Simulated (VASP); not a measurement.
# Nb16Pd in VASP: single point with LDA

Aim: the single point of Nb16Pd with LDA.

Everything below comes from runs of VASP 6.6.1. Logs are shortened: lines on timing, memory, paths and dates and some standing lists are left out, and cuts for length are marked.

### 1 The cell of the first run

The cell holds a slab with vacuum, 17 atoms: a = 6.600 Å, b = 6.600 Å, c = 16.950 Å, α = 90.00°, β = 90.00°, γ = 90.00°.

### 2 Single point, LDA

Contents of INCAR:

```
SYSTEM = Nb16Pd
PREC = Accurate ; ENCUT = 520
EDIFF = 1E-6 ; ISMEAR = 0
SIGMA = 0.05 ; LREAL = Auto
LASPH = .TRUE. ; NELM = 80
ALGO = Normal ; ISIF = 2
LWAVE = .FALSE. ; LCHARG = .FALSE.
NBANDS = 123
```

Contents of KPOINTS:

```
regular mesh
0
G
  3 3 1
  0 0 0
```

Contents of POSCAR:

```
Nb16Pd
1.0
    6.6000000000      0.0000000000      0.0000000000
    0.0000000000      6.6000000000      0.0000000000
    0.0000000000      0.0000000000     16.9500000000
Nb Pd
16 1
Direct
    0.2500000000      0.2500000000      0.0589971091
    0.7500000000      0.2500000000      0.0589971091
    0.2500000000      0.7500000000      0.0589971091
    0.7500000000      0.7500000000      0.0589971091
    0.0006654545     -0.0023616667      0.1400922124
    0.4982945455     -0.0030428788      0.1399379941
    0.0004619697      0.4991259091      0.1409661357
    0.4993222727      0.4947024242      0.1411837168
    0.2476734848      0.2460468182      0.2386375221
    0.7552040909      0.2418571212      0.2381614749
    0.2513781818      0.7389171212      0.2377900885
    0.7447765152      0.7452927273      0.2366486726
   -0.0004642424     -0.0230865152      0.3247559882
    0.4954450000     -0.0089818182      0.3239847198
   -0.0147496970      0.5209651515      0.3239397640
    0.5174678788      0.4569303030      0.3260148083
    0.7463283333      1.0941503030      0.4256600000
```

Potentials or basis: VASP PAW LDA potentials, release 64 (Nb_sv, Pd).

On the command line:

```bash
$ cat potpaw_LDA.64/Nb_sv/POTCAR potpaw_LDA.64/Pd/POTCAR > POTCAR
$ mpirun -np 1 vasp_std > vasp.out
```

OUTCAR:

```text
SYSTEM = Nb16Pd
   PREC = Accurate
   ENCUT = 520
   EDIFF = 1E-6
   ISMEAR = 0
   LREAL = Auto
   LASPH = .TRUE.
   NELM = 80
   ISIF = 2

 ion  position               nearest neighbor table
   1  0.250  0.250  0.059-   8 2.69   7 2.71   6 2.71   5 2.72   9 3.05
   2  0.750  0.250  0.059-   8 2.70   7 2.71   5 2.72   6 2.73  10 3.04
   3  0.250  0.750  0.059-   6 2.69   5 2.70   7 2.72   8 2.74  11 3.03
   4  0.750  0.750  0.059-   5 2.70   6 2.70   7 2.72   8 2.74  12 3.01
   5  0.001  0.998  0.140-   3 2.70   4 2.70   1 2.72   2 2.72  10 2.83   9 2.85  12 2.88  11 2.90
[... 7 lines left out ...]
   9  0.248  0.246  0.239-  16 2.70  14 2.76  13 2.82   5 2.85   8 2.86   7 2.86   6 2.87  15 2.90
                             1 3.05
  10  0.755  0.242  0.238-  16 2.59  14 2.79  13 2.80  15 2.80   5 2.83   7 2.87   6 2.87   8 2.89
                             2 3.04
  11  0.251  0.739  0.238-  15 2.70  13 2.72  14 2.74   7 2.82   8 2.82   6 2.88   5 2.90  16 2.96
                             3 3.03
  12  0.745  0.745  0.237-  15 2.63  13 2.72  14 2.74   8 2.82   6 2.84   7 2.85  16 2.86   5 2.88
                             4 3.01
  13  1.000  0.977  0.325-  17 2.51  12 2.72  11 2.72  10 2.80   9 2.82  15 3.01
  14  0.495  0.991  0.324-  17 2.48  11 2.74  12 2.74   9 2.76  10 2.79
  15  0.985  0.521  0.324-  12 2.63  11 2.70  10 2.80   9 2.90  13 3.01
  16  0.517  0.457  0.326-  10 2.59   9 2.70  12 2.86  11 2.96
  17  0.746  0.094  0.426-  14 2.48  13 2.51

  LATTYP: Found a simple tetragonal cell.
 ALAT       =     6.6000000000
 C/A-ratio  =     2.5681818182

  Lattice vectors:

 A1 = (   6.6000000000,   0.0000000000,   0.0000000000)
 A2 = (   0.0000000000,   6.6000000000,   0.0000000000)
 A3 = (   0.0000000000,   0.0000000000,  16.9500000000)

Analysis of symmetry for initial positions (statically):
=====================================================================
 Subroutine PRICEL returns:
 Original cell was already a primitive cell.

 Routine SETGRP: Setting up the symmetry group for a
 simple tetragonal supercell.

 Subroutine GETGRP returns: Found  1 space group operations
 (whereof  1 operations were pure point group operations)
 out of a pool of 16 trial point group operations.

The static configuration has the point symmetry C_1 .

Analysis of symmetry for dynamics (positions and initial velocities):
=====================================================================
 Subroutine PRICEL returns:
 Original cell was already a primitive cell.

 Routine SETGRP: Setting up the symmetry group for a
 simple tetragonal supercell.

 Subroutine GETGRP returns: Found  1 space group operations
 (whereof  1 operations were pure point group operations)
 out of a pool of 16 trial point group operations.

[... 120 lines left out ...]
   PSTRESS=    0.0 pullay stress
   NELECT =     218.0000    total number of electrons
   NUPDOWN=      -1.0000    fix difference up-down
   EMIN   =  10.00;   EMAX   =-10.00  energy-range for DOS
   EFERMI =   0.00;   METHOD = LEGACY
   ISMEAR =     0;   SIGMA  =   0.05  broadening in eV -4-tet -1-fermi 0-gaus
   EFERMI_NEDOS =   21; number of points for ismear=-14 and -15
   IALGO  =     38    algorithm
   IMIX   =      4    mixing-type and parameters
     AMIX     =   0.40;   BMIX     =  1.00
     AMIX_MAG =   1.60;   BMIX_MAG =  1.00
  volume/ion in A,a.u.               =      43.43       293.09
  Fermi-wavevector in a.u.,A,eV,Ry     =   1.090120  2.060029 16.168654  1.188363
  Thomas-Fermi vector in A             =   2.226338
   LORBIT       =      0    0 simple, 1 ext, 2 COOP (PROOUT), +10 PAW based schemes
   GGA     = CA    functional components
   LHFCALC =     F    Hartree Fock is set to
   AEXX    =    0.0000 exact exchange contribution
   IVDW    =     0    specifies the selected vdW correction
   LEPSILON=     F    determine dielectric tensor
   LRPA    =     F    only Hartree local field effects (RPA)
 non-spin polarized calculation
 Gauss-broadening in eV      SIGMA  =   0.05
  energy-cutoff  :      520.00
  volume of cell :      738.34
 maximum number of plane-waves:     19887
 NGX is ok and might be reduce to    50
   NGX = 25   NGY = 25   NGZ = 63

 number of electron     218.0000006 magnetization

 Free energy of the ion-electron system (eV)
  ---------------------------------------------------
  ext. energy  EPLUGINS =         0.00000000
  ---------------------------------------------------
  free energy    TOTEN  =      -170.64577009 eV

  energy without entropy =     -170.61916988  energy(sigma->0) =     -170.63246999

 E-fermi :   2.4025     XC(G=0):  -6.4886

 val. band max:        2.4023393628   @ k =   0.3333   0.3333   0.0000
 cond. band min:       2.4139715279   @ k =   0.3333   0.0000   0.0000
 fundamental gap:      0.0116321651
 Fermi energy:         2.4024977389

 k-point     1 :       0.0000    0.0000    0.0000
  band No.  band energies     occupation
      1     -52.2416      2.00000
      2     -52.2098      2.00000
      3     -52.1685      2.00000
      4     -52.1504      2.00000
      5     -52.1483      2.00000
      6     -52.1219      2.00000
[... 609 lines left out ...]
    120       2.9509      0.00000
    121       2.9767      0.00000
 [bands above 121 left out]

------------------------ aborting loop because EDIFF is reached ----------------------------------------

  FORCE on cell =-STRESS in cart. coord.  units (eV):
  Direction    XX          YY          ZZ          XY          YZ          ZX
  --------------------------------------------------------------------------------------
  -------------------------------------------------------------------------------------
  Total      -12.7509548    -13.4548242     -1.3003124      0.6241272      2.8614896     -0.1759671
  in kB      -27.6691434    -29.1965163     -2.8216342      1.3543351      6.2093362     -0.3818426
  external PRESSURE =     -19.8957646 kB  Pullay stress =       0.0000000 kB

 VOLUME and BASIS-vectors are now :
 -----------------------------------------------------------------------------
  energy-cutoff  :      520.00
  volume of cell :      738.34
      direct lattice vectors                 reciprocal lattice vectors
     6.600000000  0.000000000  0.000000000     0.151515152  0.000000000  0.000000000
     0.000000000  6.600000000  0.000000000     0.000000000  0.151515152  0.000000000
     0.000000000  0.000000000 16.950000000     0.000000000  0.000000000  0.058997050

 POSITION                                       TOTAL-FORCE (eV/Angst)
 -----------------------------------------------------------------------------------
      1.65000      1.65000      1.00000         0.049421     -0.027770      0.093941
      4.95000      1.65000      1.00000         0.005823     -0.019658      0.060524
      1.65000      4.95000      1.00000         0.020439      0.062593      0.017619
      4.95000      4.95000      1.00000        -0.053376     -0.048594     -0.083796
      0.00439      6.58441      2.37456         0.001338     -0.028892      0.018934
      3.28874      6.57992      2.37195        -0.000429     -0.031687      0.012924
[... 9 lines left out ...]
      3.41529      3.01574      5.52595         0.075048     -0.045627      0.073501
      4.92577      0.62139      7.21494        -0.038688      1.053885     -0.232113
 -----------------------------------------------------------------------------------
    total drift:                               -0.002860      0.000112     -0.004561

  FREE ENERGIE OF THE ION-ELECTRON SYSTEM (eV)
  ---------------------------------------------------
  free  energy   TOTEN  =      -170.6457700897 eV

  energy  without entropy=     -170.6191698821  energy(sigma->0) =     -170.63246999
```

Wall time 26 min (1 thread of Intel Xeon Platinum 8259CL at 2.50GHz (Skylake/Cascade Lake), shared host); peak memory 0.67 GiB.

Results:

```
Free energy            : -170.6458 eV
Largest force          : 1.080 eV/Å
Band gap on the k mesh : zero (bands 109 and 110 overlap by 0.15 eV)
```

Forces in eV/Å, atoms in the order of the input:
```
Nb   0.049 -0.028  0.094
Nb   0.006 -0.020  0.061
Nb   0.020  0.063  0.018
Nb  -0.053 -0.049 -0.084
Nb   0.001 -0.029  0.019
Nb   0.000 -0.032  0.013
Nb   0.001 -0.045  0.015
Nb  -0.002 -0.044  0.011
Nb   0.021 -0.082  0.019
Nb   0.002 -0.079  0.054
Nb  -0.012 -0.083 -0.016
Nb   0.001 -0.062 -0.021
Nb   0.052 -0.172 -0.019
Nb  -0.062 -0.269 -0.057
Nb  -0.061 -0.079  0.052
Nb   0.075 -0.046  0.074
Pd  -0.039  1.054 -0.232
```

Levels at points of the mesh, in eV from the Fermi level:
| k point | band 106 | band 107 | band 108 | band 109 | band 110 | band 111 |
| --- | --- | --- | --- | --- | --- | --- |
| (0.00, 0.00, 0.00) | -0.17 | -0.10 | 0.05 | 0.08 | 0.16 | 0.18 |

Caveat: there is no dipole correction, which matters where the two faces differ.
